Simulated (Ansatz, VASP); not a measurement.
NaCdIn in VASP and in Ansatz

Contents of INCAR:

```
PREC = Accurate ; ENCUT = 520
EDIFF = 1E-7 ; ISMEAR = 0
SIGMA = 0.1 ; LREAL = False
LASPH = True ; NELM = 100
ALGO = Normal ; ISIF = 2
LWAVE = False ; LCHARG = False
GGA = PE ; NBANDS = 23
```

KPOINTS

```
Automatic mesh
0
Gamma
  6 6 6
```

Contents of POSCAR:

```
NaCdIn
1.0
    5.3887467500      0.0000000000      0.0000000000
   -2.6943733800      4.6667915800      0.0000000000
    0.0000000000      0.0000000000      3.3033017600
Na Cd In
1 1 1
Direct
    0.0000000000      0.0000000000      0.0000000000
    0.6666666700      0.3333333300      0.5000000000
    0.3333333300      0.6666666700      0.5000000000
```

Input for Ansatz:

```yaml
crystal:
  lattice:
    - [5.38874675, 0.0, 0.0]
    - [-2.69437338, 4.66679158, 0.0]
    - [0.0, 0.0, 3.30330176]
  atoms:
    - { symbol: Na, position: [0.0, 0.0, 0.0] }
    - { symbol: Cd, position: [0.66666667, 0.33333333, 0.5] }
    - { symbol: In, position: [0.33333333, 0.66666667, 0.5] }
basis:
  ecutwfc: 420
kpoints:
  mp_grid: { grid: [6, 6, 6] }
hamiltonian:
  xc: pbe
scf:
  occupations: { method: gaussian, width: 0.1 }
  lower_state_search: "off"
output:
  forces: true
  stress: true
  eigenvalues: true
```

Alike in both runs: task single point; functional PBE; k mesh 6 × 6 × 6; occupations gaussian, width 0.1 eV; no spin polarisation.

|  | VASP | Ansatz |
| --- | --- | --- |
| version | VASP 6.6.1 | Ansatz 0.2.0 |
| potentials or method | VASP PAW PBE potentials, release 64 (Na_pv, Cd, In_d), cutoff 520 eV | scalar-relativistic, plane waves, PAW |
| valence electrons in the cell | 32 | 42 |

```tsv
	VASP	Ansatz	Ansatz less VASP
gap on the k mesh at the Fermi level (eV)	none	none	-
pressure (GPa)	-1.5	-1.5	-0.03
traceless stress, the component that is largest in VASP (GPa)	0.85	0.86	+0.011
```

A gap of «none» marks a metal or a gap that the smearing closes. VASP's potentials hold 32 valence electrons a cell and Ansatz's 42, so a difference there can come from the potentials and not from the codes.
